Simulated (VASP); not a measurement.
# ZnW (Fd-3m) in VASP: a series of runs

ZnW is run at these levels: PBE; tasks: single point, relaxation of cell and atoms.

Program: VASP 6.6.1. These are calculated values, not measurements. Logs are shortened: lines on timing, memory, paths and dates and some standing lists are left out, and cuts for length are marked.

## 1. The cell of the first run

The structure is cubic, space group Fd-3m (No. 227). Conventional cell: a = 6.263 Å, b = 6.263 Å, c = 6.263 Å, α = 90.00°, β = 90.00°, γ = 90.00°. Within 3.6 Å of Zn (site symmetry -43m) lie 4 Zn at 2.71 Å and 10 W at 2.71 to 3.13 Å. W (site symmetry -43m) has 10 Zn at 2.71 to 3.13 Å and 4 W at 2.71 Å within 3.6 Å.

## 2. Single point, PBE

The input, INCAR:

```
PREC = Accurate ; ENCUT = 520
EDIFF = 1E-6 ; ISMEAR = 0
SIGMA = 0.1 ; LREAL = False
LASPH = True ; NELM = 100
ALGO = Fast ; ISIF = 2
LWAVE = False ; LCHARG = False
GGA = PE ; NBANDS = 34
```

The input, KPOINTS:

```
Automatic mesh
0
Gamma
  12 12 12
```

The input, POSCAR:

```
ZnW
1.0
    0.0000000000      3.1316445186      3.1316445186
    3.1316445186      0.0000000000      3.1316445186
    3.1316445186      3.1316445186      0.0000000000
Zn W
2 2
Direct
    0.0000000000      0.0000000000      0.0000000000
    0.2500000000      0.2500000000      0.2500000000
    0.5000000000      0.5000000000      0.5000000000
    0.7500000000      0.7500000000      0.7500000000
```

Potentials or basis: VASP PAW PBE potentials, release 64 (Zn, W_sv).

Run with:

```
cat potpaw_PBE.64/Zn/POTCAR potpaw_PBE.64/W_sv/POTCAR > POTCAR
mpirun -np 1 vasp_std > vasp.out
```

OUTCAR:

```text
PREC = Accurate
   ENCUT = 520
   EDIFF = 1E-6
   ISMEAR = 0
   LREAL = False
   LASPH = True
   NELM = 100
   ISIF = 2
   GGA = PE

 ion  position               nearest neighbor table
   1  0.000  0.000  0.000-   4 2.71   4 2.71   4 2.71   2 2.71   4 2.71   2 2.71   2 2.71   2 2.71
                             3 3.13   3 3.13   3 3.13   3 3.13   3 3.13   3 3.13
   2  0.250  0.250  0.250-   1 2.71   1 2.71   1 2.71   1 2.71   3 2.71   3 2.71   3 2.71   3 2.71
                             4 3.13   4 3.13   4 3.13   4 3.13   4 3.13   4 3.13
   3  0.500  0.500  0.500-   2 2.71   2 2.71   2 2.71   2 2.71   4 2.71   4 2.71   4 2.71   4 2.71
                             1 3.13   1 3.13   1 3.13   1 3.13   1 3.13   1 3.13
   4  0.750  0.750  0.750-   3 2.71   3 2.71   3 2.71   1 2.71   3 2.71   1 2.71   1 2.71   1 2.71
                             2 3.13   2 3.13   2 3.13   2 3.13   2 3.13   2 3.13

  LATTYP: Found a face centered cubic cell.
 ALAT       =     6.2632890372

  Lattice vectors:

 A1 = (   0.0000000000,   3.1316445186,   3.1316445186)
 A2 = (   3.1316445186,   0.0000000000,   3.1316445186)
 A3 = (   3.1316445186,   3.1316445186,   0.0000000000)

Analysis of symmetry for initial positions (statically):
=====================================================================
 Subroutine PRICEL returns:
 Original cell was already a primitive cell.

 Routine SETGRP: Setting up the symmetry group for a
 face centered cubic supercell.

 Subroutine GETGRP returns: Found 48 space group operations
 (whereof 24 operations were pure point group operations)
 out of a pool of 48 trial point group operations.

The static configuration has the point symmetry T_d .
 The point group associated with its full space group is O_h .

Analysis of symmetry for dynamics (positions and initial velocities):
=====================================================================
 Subroutine PRICEL returns:
 Original cell was already a primitive cell.

 Routine SETGRP: Setting up the symmetry group for a
 face centered cubic supercell.

 Subroutine GETGRP returns: Found 48 space group operations
 (whereof 24 operations were pure point group operations)
 out of a pool of 48 trial point group operations.

The dynamic configuration has the point symmetry T_d .
 The point group associated with its full space group is O_h .

 Subroutine INISYM returns: Found 48 space group operations
 (whereof 24 operations are pure point group operations),
 and found     1 'primitive' translations

----------------------------------------------------------------------------------------

                                     Primitive cell

  volume of cell :      61.4253
[... 98 lines left out ...]
   NFREE  =      0    steps in history (QN), initial steepest desc. (CG)
   ISIF   =      2    stress and relaxation
   ISYM   =      2    0-nonsym 1-usesym 2-fastsym
   POTIM  = 0.5000    time-step for ionic-motion
   TEBEG  =    0.0;   TEEND  =   0.0 temperature during run
   PSTRESS=    0.0 pullay stress
   NELECT =      52.0000    total number of electrons
   NUPDOWN=      -1.0000    fix difference up-down
   EMIN   =  10.00;   EMAX   =-10.00  energy-range for DOS
   EFERMI =   0.00;   METHOD = LEGACY
   ISMEAR =     0;   SIGMA  =   0.10  broadening in eV -4-tet -1-fermi 0-gaus
   EFERMI_NEDOS =   21; number of points for ismear=-14 and -15
   IALGO  =     68    algorithm
   IMIX   =      4    mixing-type and parameters
     AMIX     =   0.40;   BMIX     =  1.00
     AMIX_MAG =   1.60;   BMIX_MAG =  1.00
  volume/ion in A,a.u.               =      15.36       103.63
  Fermi-wavevector in a.u.,A,eV,Ry     =   1.548675  2.926571 32.632115  2.398393
  Thomas-Fermi vector in A             =   2.653591
   LORBIT       =      0    0 simple, 1 ext, 2 COOP (PROOUT), +10 PAW based schemes
   GGA     = PE    functional components
   LHFCALC =     F    Hartree Fock is set to
   AEXX    =    0.0000 exact exchange contribution
   IVDW    =     0    specifies the selected vdW correction
   LEPSILON=     F    determine dielectric tensor
   LRPA    =     F    only Hartree local field effects (RPA)
 non-spin polarized calculation
 RMM-DIIS sequential band-by-band and
 Gauss-broadening in eV      SIGMA  =   0.10
  energy-cutoff  :      520.00
  volume of cell :       61.43
 maximum number of plane-waves:      1676
 NGX is ok and might be reduce to    36
   NGX = 17   NGY = 17   NGZ = 17

 number of electron      51.9999990 magnetization

 Free energy of the ion-electron system (eV)
  ---------------------------------------------------
  ext. energy  EPLUGINS =         0.00000000
  ---------------------------------------------------
  free energy    TOTEN  =       -26.48469481 eV

  energy without entropy =      -26.47681490  energy(sigma->0) =      -26.48075485

 E-fermi :   6.9671     XC(G=0): -12.7186

 val. band max:        6.9627726076   @ k =   0.4167   0.2500   0.0833
 cond. band min:       6.9847292867   @ k =  -0.3333   0.2500   0.0000
 fundamental gap:      0.0219566791
 Fermi energy:         6.9671480000

 k-point     1 :       0.0000    0.0000    0.0000
  band No.  band energies     occupation
      1     -66.5214      2.00000
      2     -66.3883      2.00000
      3     -30.9395      2.00000
      4     -30.9395      2.00000
      5     -30.9395      2.00000
      6     -30.4502      2.00000
[... 877 lines left out ...]
     33      12.4723      0.00000
     34      14.5995      0.00000

 [... further k-points ...]

------------------------ aborting loop because EDIFF is reached ----------------------------------------

  FORCE on cell =-STRESS in cart. coord.  units (eV):
  Direction    XX          YY          ZZ          XY          YZ          ZX
  --------------------------------------------------------------------------------------
  -------------------------------------------------------------------------------------
  Total        0.2496758      0.2496758      0.2496758     -0.0000000      0.0000000      0.0000000
  in kB        6.5123799      6.5123799      6.5123799     -0.0000000      0.0000000      0.0000000
  external PRESSURE =       6.5123799 kB  Pullay stress =       0.0000000 kB

 VOLUME and BASIS-vectors are now :
 -----------------------------------------------------------------------------
  energy-cutoff  :      520.00
  volume of cell :       61.43
      direct lattice vectors                 reciprocal lattice vectors
     0.000000000  3.131644519  3.131644519    -0.159660522  0.159660522  0.159660522
     3.131644519  0.000000000  3.131644519     0.159660522 -0.159660522  0.159660522
     3.131644519  3.131644519  0.000000000     0.159660522  0.159660522 -0.159660522

 POSITION                                       TOTAL-FORCE (eV/Angst)
 -----------------------------------------------------------------------------------
      0.00000      0.00000      0.00000         0.000000      0.000000      0.000000
      1.56582      1.56582      1.56582        -0.000000     -0.000000     -0.000000
      3.13164      3.13164      3.13164         0.000000     -0.000000      0.000000
      4.69747      4.69747      4.69747         0.000000     -0.000000     -0.000000
 -----------------------------------------------------------------------------------
    total drift:                                0.000000      0.000000      0.000000

  FREE ENERGIE OF THE ION-ELECTRON SYSTEM (eV)
  ---------------------------------------------------
  free  energy   TOTEN  =       -26.4846948084 eV

  energy  without entropy=      -26.4768148957  energy(sigma->0) =      -26.48075485
```

Run time: 2.2 min. Hardware: 1 thread of Intel Xeon Platinum 8488C (Sapphire Rapids), shared host; peak memory 0.29 GiB.

What came out:

```yaml
Free_energy: -26.4847 eV
Pressure: 0.7 GPa
Band_gap_on_the_k_mesh: zero (bands 26 and 27 overlap by 2.13 eV)
```

Levels at points of the mesh, in eV from the Fermi level:
```
           k point  band 24  band 25  band 26  band 27  band 28  band 29
(0.00, 0.00, 0.00)    -1.64    -0.44    -0.44    -0.44     3.43     3.63
(0.50, 0.00, 0.00)    -1.62    -1.56     1.24     1.24     1.30     2.44
(0.50, 0.50, 0.00)    -1.79    -0.46    -0.46     0.38     0.38     2.63
```

Caveat: spin-orbit coupling is left out, which moves the levels of the heavy elements.

## 3. Relaxation of cell and atoms, PBE

This run uses another cell than the first one, of 16.17 Å³/atom.

The input, INCAR:

```
SYSTEM = ZnW
PREC     = Accurate       ! precision mode
ENCUT    = 600            ! plane-wave cutoff, eV
EDIFF    = 1E-6           ! SCF threshold, eV
ISMEAR   = 0              ! smearing method
SIGMA    = 0.1            ! smearing width, eV
LREAL    = .False.        ! projectors in reciprocal space
LASPH    = .True.         ! aspherical terms in the spheres
NELM     = 100            ! most SCF steps
ALGO     = Normal         ! electronic algorithm
ISIF     = 3              ! what is computed and relaxed
LWAVE    = .False.        ! write WAVECAR
LCHARG   = .False.        ! write CHGCAR
GGA      = PE             ! functional
IBRION   = 2              ! ionic algorithm
NSW      = 90             ! ionic steps
EDIFFG   = -0.04          ! ionic threshold
```

The input, KPOINTS:

```
Automatic mesh
0
Gamma
  6 6 6
  0 0 0
```

The input, POSCAR:

```
ZnW
1.0
    0.0000000000      3.1861058053      3.1861058053
    3.1861058053      0.0000000000      3.1861058053
    3.1861058053      3.1861058053      0.0000000000
Zn W
2 2
Direct
    0.5000000000      0.5000000000      0.5000000000
    0.7500000000      0.7500000000      0.7500000000
    0.0000000000      0.0000000000      0.0000000000
    0.2500000000      0.2500000000      0.2500000000
```

Potentials or basis: VASP PAW PBE potentials, release 64 (Zn, W_sv).

Run with:

```
cat potpaw_PBE.64/Zn/POTCAR potpaw_PBE.64/W_sv/POTCAR > POTCAR
mpirun -np 1 vasp_std > vasp.out
```

OUTCAR:

```text
SYSTEM = ZnW
   PREC = Accurate
   ENCUT = 600
   EDIFF = 1E-6
   ISMEAR = 0
   LREAL = .False.
   LASPH = .True.
   NELM = 100
   ISIF = 3
   GGA = PE
   IBRION = 2
   NSW = 90
   EDIFFG = -0.04

 ion  position               nearest neighbor table
   1  0.500  0.500  0.500-   4 2.76   4 2.76   4 2.76   2 2.76   2 2.76   2 2.76   4 2.76   2 2.76
                             3 3.19   3 3.19   3 3.19   3 3.19   3 3.19   3 3.19
   2  0.750  0.750  0.750-   1 2.76   1 2.76   1 2.76   3 2.76   3 2.76   3 2.76   3 2.76   1 2.76
                             4 3.19   4 3.19   4 3.19   4 3.19   4 3.19   4 3.19
   3  0.000  0.000  0.000-   2 2.76   2 2.76   2 2.76   4 2.76   4 2.76   4 2.76   4 2.76   2 2.76
                             1 3.19   1 3.19   1 3.19   1 3.19   1 3.19   1 3.19
   4  0.250  0.250  0.250-   3 2.76   3 2.76   3 2.76   1 2.76   1 2.76   1 2.76   3 2.76   1 2.76
                             2 3.19   2 3.19   2 3.19   2 3.19   2 3.19   2 3.19
[... 190 lines left out ...]
  Total       -3.3648735     -3.3648735     -3.3648735     -0.0000000      0.0000000      0.0000000
  in kB      -83.3429255    -83.3429255    -83.3429255     -0.0000000      0.0000000      0.0000000
  external PRESSURE =     -83.3429255 kB  Pullay stress =       0.0000000 kB
[... 63 lines left out ...]
--------------------------------------- Ionic step        3  -------------------------------------------

 number of electron      51.9999987 magnetization

 Free energy of the ion-electron system (eV)
  ---------------------------------------------------
  ext. energy  EPLUGINS =         0.00000000
  ---------------------------------------------------
  free energy    TOTEN  =       -26.49430946 eV

  energy without entropy =      -26.49104850  energy(sigma->0) =      -26.49267898

 E-fermi :   7.0637     XC(G=0): -12.7021

 val. band max:        6.8530808207   @ k =  -0.3333   0.3333   0.0000
 cond. band min:       7.1245361625   @ k =  -0.3333   0.3333   0.0000
 fundamental gap:      0.2714553418
 Fermi energy:         7.0636760088

 k-point     1 :       0.0000    0.0000    0.0000
  band No.  band energies     occupation
      1     -66.5631      2.00000
      2     -66.4317      2.00000
      3     -30.9773      2.00000
      4     -30.9773      2.00000
      5     -30.9773      2.00000
      6     -30.4925      2.00000
[... 564 lines left out ...]
  FREE ENERGIE OF THE ION-ELECTRON SYSTEM (eV)
  ---------------------------------------------------
  free  energy   TOTEN  =       -26.4943094636 eV

  energy  without entropy=      -26.4910484970  energy(sigma->0) =      -26.49267898

 reached required accuracy - stopping structural energy minimisation
```

OSZICAR:

```text
N       E                     dE             d eps       ncg     rms          rms(c)
DAV:   1     0.495624769672E+03    0.49562E+03   -0.29765E+04  1024   0.253E+03
DAV:   2     0.634714549324E+01   -0.48928E+03   -0.48160E+03   992   0.585E+02
DAV:   3    -0.266715524844E+02   -0.33019E+02   -0.32226E+02  1160   0.146E+02
[... 30 lines left out ...]
DAV:   5    -0.264943214198E+02    0.23116E-01   -0.30966E-02  1207   0.170E+00    0.329E-01
DAV:   6    -0.264944053874E+02   -0.83968E-04   -0.45948E-03  1244   0.482E-01    0.958E-02
DAV:   7    -0.264943051249E+02    0.10026E-03   -0.47521E-04  1154   0.166E-01    0.343E-02
DAV:   8    -0.264943121828E+02   -0.70578E-05   -0.54616E-05  1309   0.111E-01    0.125E-02
DAV:   9    -0.264943098796E+02    0.23032E-05   -0.11113E-05   930   0.504E-02    0.734E-03
DAV:  10    -0.264943094636E+02    0.41595E-06   -0.14457E-06   695   0.197E-02
   3 F= -.26494309E+02 E0= -.26492679E+02  d E =-.854897E-01
```

Run time: 82 s. Hardware: 1 thread of Intel Xeon Platinum 8488C (Sapphire Rapids), shared host; peak memory 0.22 GiB.

What came out:

| Quantity | Value |
| --- | --- |
| Free energy | -26.4943 eV |
| Relaxed volume | 15.40 Å³/atom |
| Relaxed cell | a = 4.433 Å, b = 4.433 Å, c = 4.433 Å, α = 60.00°, β = 60.00°, γ = 60.00° |
| Space group after relaxing (to 0.1 Å) | Fd-3m (No. 227) |
| Energy gained by relaxing | 21.4 meV/atom |
| Ionic steps | 3 |
| Pressure after relaxing | -0.2 GPa |
| Band gap on the k mesh | zero (bands 26 and 27 overlap by 2.11 eV) |

Step by step:
| step | energy change (eV) | largest force (eV/Å) | pressure (GPa) | volume (Å³) |
| --- | --- | --- | --- | --- |
| 1 | 0.0000 | 0.0000 | -8.33 | 64.69 |
| 2 | 0.1282 | 0.0000 | 16.58 | 57.13 |
| 3 | -0.0855 | 0.0000 | -0.17 | 61.61 |

Final structure:
```
Zn W
1.0
     0.00000    3.13480    3.13480
     3.13480    0.00000    3.13480
     3.13480    3.13480    0.00000
Zn W
2 2
Direct
  0.50000 0.50000 0.50000
  0.75000 0.75000 0.75000
  0.00000 0.00000 0.00000
  0.25000 0.25000 0.25000
```

Caveat: spin-orbit coupling is left out, which moves the levels of the heavy elements.

(Part 1 of 2 ends here.)
